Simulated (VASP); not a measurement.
Wanted: the native input for a VASP 6.6.1 run.

```yaml
Task: single point
Functional: PBE
Potentials_or_basis: VASP PAW PBE potentials, release 64 (Mo_sv, As)
Cutoff: 520 eV
k_mesh: 8 × 6 × 10
Occupations: gaussian, width 0.1 eV
Spin: no spin polarisation
Dipole_correction: no
Further_INCAR_settings: ALGO = Fast; EDIFF = 1e-07; NBANDS = 42
```

The structure of Mo2As lies in POSCAR:

```
Mo2As
1.0
    4.4774701469      0.0000000000      0.0000000000
    0.0000000000      6.0717701615      0.0000000000
    0.0000000000      0.0000000000      4.0553454016
Mo As
4 2
Direct
    0.2062353770      0.3815887527      0.0000000000
    0.7937646230      0.6184112473      0.0000000000
    0.7062353770      0.1184112473      0.5000000000
    0.2937646230      0.8815887527      0.5000000000
    0.0000000000      0.0000000000      0.0000000000
    0.5000000000      0.5000000000      0.5000000000
```

The input as run:

INCAR

```
SYSTEM = Mo2As
  ALGO = Fast
  EDIFF = 1E-7
  ENCUT = 520
  GGA = PE
  ISIF = 2
  ISMEAR = 0
  LASPH = .True.
  LCHARG = .False.
  LREAL = .False.
  LWAVE = .False.
  NBANDS = 42
  NELM = 60
  PREC = Accurate
  SIGMA = 0.1
```

KPOINTS

```
k-points
0
Gamma
  8 6 10
  0 0 0
```

Potentials or basis: VASP PAW PBE potentials, release 64 (Mo_sv, As).

Launch:

```console
$ cat potpaw_PBE.64/Mo_sv/POTCAR potpaw_PBE.64/As/POTCAR > POTCAR
$ mpirun -np 1 vasp_std > vasp.out
```

Results of the run:

```json
{"Pressure": "0.6 GPa", "Largest force": "0.083 eV/Å", "Band gap on the k mesh": "zero (bands 33 and 34 overlap by 1.43 eV)"}
```

Wall time 4.1 min on 1 thread of Intel(R) Xeon(R) 6975P-C (Granite Rapids), on a shared host, peak memory 0.53 GiB.
